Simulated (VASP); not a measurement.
# BN (I-4m2) in VASP: notebook, part 3 of 3

VASP 6.6.1.

### Step 5. Single point, r2SCAN (strain +0.040 along x and y, +0.000 along z)

Contents of POSCAR:

```
BN
1.0
    0.0000000000      1.8770063053      1.8048137551
    1.8770063053      0.0000000000      1.8048137551
    1.8770063053      1.8770063053      0.0000000000
B N
1 1
Direct
    0.0000000000      0.0000000000      0.0000000000
    0.7500000000      0.7500000000      0.7500000000
```

Contents of INCAR.step1:

```
  ALGO = Normal
  EDIFF = 1E-4
  ENCUT = 520
  GGA = PE
  ISMEAR = 0
  LASPH = True
  LCHARG = False
  LREAL = False
  LWAVE = True
  NBANDS = 11
  NELM = 100
  PREC = Accurate
  SIGMA = 0.05
```

Contents of INCAR.step2:

```
  ALGO = Normal
  EDIFF = 1E-6
  ENCUT = 520
  ISIF = 2
  ISMEAR = 0
  ISTART = 1
  LASPH = True
  LCHARG = False
  LMIXTAU = True
  LREAL = False
  LWAVE = False
  METAGGA = R2SCAN
  NBANDS = 11
  NELM = 100
  PREC = Accurate
  SIGMA = 0.05
```

Contents of KPOINTS:

```
k-points
0
Gamma
  12 12 12
```

Potentials or basis: VASP PAW PBE potentials, release 64 (B, N).

Launch:

```
> cat potpaw_PBE.64/B/POTCAR potpaw_PBE.64/N/POTCAR > POTCAR
> cp INCAR.step1 INCAR
> mpirun -np 1 vasp_std > vasp.out
> cp INCAR.step2 INCAR
> mpirun -np 1 vasp_std > vasp.out
```

OUTCAR:

```text
EDIFF = 1E-6
   ENCUT = 520
   ISIF = 2
   ISMEAR = 0
   ISTART = 1
   LASPH = True
   LREAL = False
   METAGGA = R2SCAN
   NELM = 100
   PREC = Accurate

 ion  position               nearest neighbor table
   1  0.000  0.000  0.000-   2 1.60   2 1.60   2 1.60   2 1.60
   2  0.750  0.750  0.750-   1 1.60   1 1.60   1 1.60   1 1.60

  LATTYP: Found a body centered tetragonal cell.
 ALAT       =     2.6544877736
 C/A-ratio  =     1.3598207331

  Lattice vectors:

 A1 = (   0.0000000000,  -1.8770063053,  -1.8048137551)
 A2 = (   0.0000000000,   1.8770063053,  -1.8048137551)
 A3 = (   1.8770063053,   0.0000000000,   1.8048137551)

Analysis of symmetry for initial positions (statically):
=====================================================================
 Subroutine PRICEL returns:
 Original cell was already a primitive cell.

 Routine SETGRP: Setting up the symmetry group for a
 body centered tetragonal supercell.

 Subroutine GETGRP returns: Found  8 space group operations
 (whereof  8 operations were pure point group operations)
 out of a pool of 16 trial point group operations.

The static configuration has the point symmetry D_2d.

Analysis of symmetry for dynamics (positions and initial velocities):
=====================================================================
 Subroutine PRICEL returns:
 Original cell was already a primitive cell.

 Routine SETGRP: Setting up the symmetry group for a
 body centered tetragonal supercell.

 Subroutine GETGRP returns: Found  8 space group operations
 (whereof  8 operations were pure point group operations)
 out of a pool of 16 trial point group operations.

The dynamic configuration has the point symmetry D_2d.

 Subroutine INISYM returns: Found  8 space group operations
 (whereof  8 operations are pure point group operations),
 and found     1 'primitive' translations

----------------------------------------------------------------------------------------

                                     Primitive cell

  volume of cell :      12.7173

  direct lattice vectors                    reciprocal lattice vectors
     0.000000000  1.877006305  1.804813755    -0.266381630  0.266381630  0.277036896
     1.877006305  0.000000000  1.804813755     0.266381630 -0.266381630  0.277036896
     1.877006305  1.877006305  0.000000000     0.266381630  0.266381630 -0.277036896

  length of vectors
     2.603940353  2.603940353  2.654487774     0.467619276  0.467619276  0.467619276

  position of ions in fractional coordinates (direct lattice)
     0.000000000  0.000000000  0.000000000
     0.750000000  0.750000000  0.750000000

  ion indices of the primitive-cell ions
   primitive index   ion index
                 1           1
                 2           2

----------------------------------------------------------------------------------------

 KPOINTS: k-points

Automatic generation of k-mesh.
 Grid dimensions read from file:
 generate k-points for:   12   12   12

 Generating k-lattice:

  Cartesian coordinates                     Fractional coordinates (reciprocal lattice)
[... 22 lines left out ...]
  0.416667 -0.000000  0.000000      8.000000
[... 16 lines left out ...]
  0.500000  0.166667  0.000000      8.000000
 -0.416667  0.166667  0.000000      8.000000
 [... further k-points ...]
   k-points           NKPTS =    163   k-points in BZ     NKDIM =    163   number of bands    NBANDS=     11
   number of dos      NEDOS =    301   number of ions     NIONS =      2
   total plane-waves  NPLWV =   8000
   dimension x,y,z NGX =    20 NGY =   20 NGZ =   20
   dimension x,y,z NGXF=    40 NGYF=   40 NGZF=   40
   ions per type =               1   1
   NGX,Y,Z   is equivalent  to a cutoff of  12.77, 12.77, 12.53 a.u.
   NGXF,Y,Z  is equivalent  to a cutoff of  25.54, 25.54, 25.05 a.u.
 SYSTEM =  unknown system
   PREC   = accura    normal or accurate (medium, high low for compatibility)
   ISTART =      1    job   : 0-new  1-cont  2-samecut
   ICHARG =      0    charge: 1-file 2-atom 10-const
   ISPIN  =      1    spin polarized calculation?
   LNONCOLLINEAR =      F non collinear calculations
   LSORBIT =      F    spin-orbit coupling
   LASPH  =      T    aspherical Exc in radial PAW
   ENCUT  =  520.0 eV  38.22 Ry    6.18 a.u.   4.84  4.84  4.94*2*pi/ulx,y,z
   NELM   =    100;   NELMIN=  2; NELMDL=  0     # of ELM steps
   EDIFF  = 0.1E-05   stopping-criterion for ELM
   LREAL  =      F    real-space projection
   EDIFFG = 0.1E-04   stopping-criterion for IOM
   NSW    =      0    number of steps for IOM
   IBRION =     -1    ionic relax: 0-MD 1-quasi-New 2-CG
   NFREE  =      0    steps in history (QN), initial steepest desc. (CG)
   ISIF   =      2    stress and relaxation
   ISYM   =      2    0-nonsym 1-usesym 2-fastsym
   POTIM  = 0.5000    time-step for ionic-motion
   TEBEG  =    0.0;   TEEND  =   0.0 temperature during run
   PSTRESS=    0.0 pullay stress
   NELECT =       8.0000    total number of electrons
   NUPDOWN=      -1.0000    fix difference up-down
   EMIN   =  10.00;   EMAX   =-10.00  energy-range for DOS
   EFERMI =   0.00;   METHOD = LEGACY
   ISMEAR =     0;   SIGMA  =   0.05  broadening in eV -4-tet -1-fermi 0-gaus
   EFERMI_NEDOS =   21; number of points for ismear=-14 and -15
   IALGO  =     38    algorithm
   IMIX   =      4    mixing-type and parameters
     AMIX     =   0.40;   BMIX     =  1.00
     AMIX_MAG =   1.60;   BMIX_MAG =  1.00
  volume/ion in A,a.u.               =       6.36        42.91
  Fermi-wavevector in a.u.,A,eV,Ry     =   1.402728  2.650772 26.771456  1.967647
  Thomas-Fermi vector in A             =   2.525461
   LORBIT       =      0    0 simple, 1 ext, 2 COOP (PROOUT), +10 PAW based schemes
   METAGGA = R2SCAN    functional components
   LHFCALC =     F    Hartree Fock is set to
   AEXX    =    0.0000 exact exchange contribution
   IVDW    =     0    specifies the selected vdW correction
   LEPSILON=     F    determine dielectric tensor
   LRPA    =     F    only Hartree local field effects (RPA)
 non-spin polarized calculation
 Gauss-broadening in eV      SIGMA  =   0.05
  energy-cutoff  :      520.00
  volume of cell :       12.72
 maximum number of plane-waves:       352
   NGX =  9   NGY =  9   NGZ =  9

 number of electron       8.0000002 magnetization

 Free energy of the ion-electron system (eV)
  ---------------------------------------------------
  ext. energy  EPLUGINS =         0.00000000
  ---------------------------------------------------
  free energy    TOTEN  =       -19.07170199 eV

  energy without entropy =      -19.07170199  energy(sigma->0) =      -19.07170199

 E-fermi :   6.8578     XC(G=0): -13.2599

 val. band max:        6.5972623128   @ k =   0.0000   0.0000   0.0000
 cond. band min:      10.8328414789   @ k =   0.5000   0.5000   0.0000
 fundamental gap:      4.2355791661
 Fermi energy:         6.8578250543

 k-point     1 :       0.0000    0.0000    0.0000
  band No.  band energies     occupation
      1     -14.0944      2.00000
      2       6.2456      2.00000
      3       6.2456      2.00000
      4       6.5973      2.00000
      5      15.3582      0.00000
      6      15.6305      0.00000
      7      15.6305      0.00000
      8      16.1691      0.00000
      9      31.0749      0.00000
     10      33.2390      0.00000
     11      34.5865      0.00000
[... 309 lines left out ...]
 k-point    24 :      -0.4167    0.1667    0.0000
  band No.  band energies     occupation
      1      -9.7970      2.00000
      2      -3.3269      2.00000
      3       2.6358      2.00000
      4       3.5768      2.00000
      5      15.4482      0.00000
      6      18.7871      0.00000
      7      18.7921      0.00000
      8      22.2020      0.00000
      9      27.5057      0.00000
     10      31.9692      0.00000
     11      33.0932      0.00000

 [... further k-points ...]

------------------------ aborting loop because EDIFF is reached ----------------------------------------

  FORCE on cell =-STRESS in cart. coord.  units (eV):
  Direction    XX          YY          ZZ          XY          YZ          ZX
  --------------------------------------------------------------------------------------
  -------------------------------------------------------------------------------------
  Total       -2.6325069     -2.6325069     -0.8711863      0.0000000      0.0000000      0.0000000
  in kB     -331.6547659   -331.6547659   -109.7558765      0.0000000      0.0000000      0.0000000
  external PRESSURE =    -257.6884695 kB  Pullay stress =       0.0000000 kB

 VOLUME and BASIS-vectors are now :
 -----------------------------------------------------------------------------
  energy-cutoff  :      520.00
  volume of cell :       12.72
      direct lattice vectors                 reciprocal lattice vectors
     0.000000000  1.877006305  1.804813755    -0.266381630  0.266381630  0.277036896
     1.877006305  0.000000000  1.804813755     0.266381630 -0.266381630  0.277036896
     1.877006305  1.877006305  0.000000000     0.266381630  0.266381630 -0.277036896

 POSITION                                       TOTAL-FORCE (eV/Angst)
 -----------------------------------------------------------------------------------
      0.00000      0.00000      0.00000         0.000000      0.000000      0.000000
      2.81551      2.81551      2.70722        -0.000000     -0.000000     -0.000000
 -----------------------------------------------------------------------------------
    total drift:                               -0.000001     -0.000001      0.000001

  FREE ENERGIE OF THE ION-ELECTRON SYSTEM (eV)
  ---------------------------------------------------
  free  energy   TOTEN  =       -19.0717019920 eV

  energy  without entropy=      -19.0717019920  energy(sigma->0) =      -19.07170199
```

Wall time 64 s (1 thread of Intel Xeon Platinum 8259CL at 2.50GHz (Skylake/Cascade Lake), shared host); peak memory 0.14 GiB.

Results:

```yaml
Free_energy: -19.0717 eV
Pressure: -25.8 GPa
Band_gap_on_the_k_mesh: 4.24 eV, indirect (least direct gap 8.76 eV)
```

Stress tensor (GPa, compression positive):
```
-33.17   0.00   0.00
  0.00 -33.17   0.00
  0.00   0.00 -10.98
```

Levels at points of the mesh, in eV from the valence-band top:
```tsv
k point	band 2	band 3	band 4	band 5	band 6	band 7
(0.00, 0.00, 0.00)	-0.35	-0.35	0.00	8.76	9.03	9.03
(0.50, 0.00, 0.00)	-10.64	-2.39	-1.83	9.31	10.61	11.27
(0.50, 0.50, 0.00)	-8.70	-5.30	-5.30	4.24	8.52	17.92
(0.50, 0.00, 0.50)	-9.26	-4.80	-4.78	4.87	9.45	17.50
```

Caveat: the cell differs from its parent crystal (strain +0.040 along x and y, +0.000 along z); the PAW data sets were made with another functional, which shifts forces and pressure a little. A k mesh can miss the band edges.

### Step 6. Summary

| cell | gap on the mesh (eV) | pressure (GPa) |
| --- | --- | --- |
| a = 2.554, b = 2.554, c = 2.450 Å, angles 61.3, 61.3, 57.3°, 2 atoms | 4.26 | 19.3 |
| a = 2.604, b = 2.604, c = 2.552 Å, angles 60.7, 60.7, 58.7°, 2 atoms | 4.58 | -13.3 |
| a = 2.656, b = 2.656, c = 2.552 Å, angles 61.3, 61.3, 57.4°, 2 atoms | 4.22 | -25.3 |
| a = 2.604, b = 2.604, c = 2.654 Å, angles 59.4, 59.4, 61.3°, 2 atoms | 4.24 | -25.8 |

Alike in all rows: task single point; level r2SCAN; potentials or basis VASP PAW PBE potentials, release 64 (B, N); no spin polarisation; k mesh 12 × 12 × 12; cutoff (eV) 520; smearing gaussian 0.05 eV.

Caveats: the PAW data sets were made with another functional, which shifts forces and pressure a little.

Total energies depend on the potentials used, so only differences within one code and one set of settings carry meaning.
